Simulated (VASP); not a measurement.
Here is a VASP 6.6.1 calculation.

File INCAR:

```
ALGO     = Normal         # electronic algorithm
EDIFF    = 1E-6           # SCF threshold, eV
ENCUT    = 520            # plane-wave cutoff, eV
GGA      = PE             # functional
ISIF     = 2              # what is computed and relaxed
ISMEAR   = -1             # smearing method
LASPH    = T              # aspherical terms in the spheres
LCHARG   = F              # write CHGCAR
LREAL    = F              # projectors in reciprocal space
LWAVE    = F              # write WAVECAR
NBANDS   = 12             # bands
NELM     = 100            # most SCF steps
PREC     = Accurate       # precision mode
SIGMA    = 0.06122561905347299 # smearing width, eV
```

File KPOINTS:

```
k-points
0
Gamma
  16 16 16
```

File POSCAR:

```
Ti
1.0
    0.0000000000      2.0287707230      2.0287707230
    2.0287707230      0.0000000000      2.0287707230
    2.0287707230      2.0287707230      0.0000000000
Ti
1
Direct
    0.0000000000      0.0000000000      0.0000000000
```

Potentials or basis: VASP PAW PBE potentials, release 64 (Ti_sv).

The run is started by

```bash
$ cat potpaw_PBE.64/Ti_sv/POTCAR > POTCAR
$ mpirun -np 1 vasp_std > vasp.out
```

(1) Predict the pressure.

(2) Estimate the band gap on the k mesh.

## Answers

(1) 4.4 GPa.

(2) zero (bands 6 and 7 overlap by 1.29 eV).

Caveat: the cell stands under pressure.
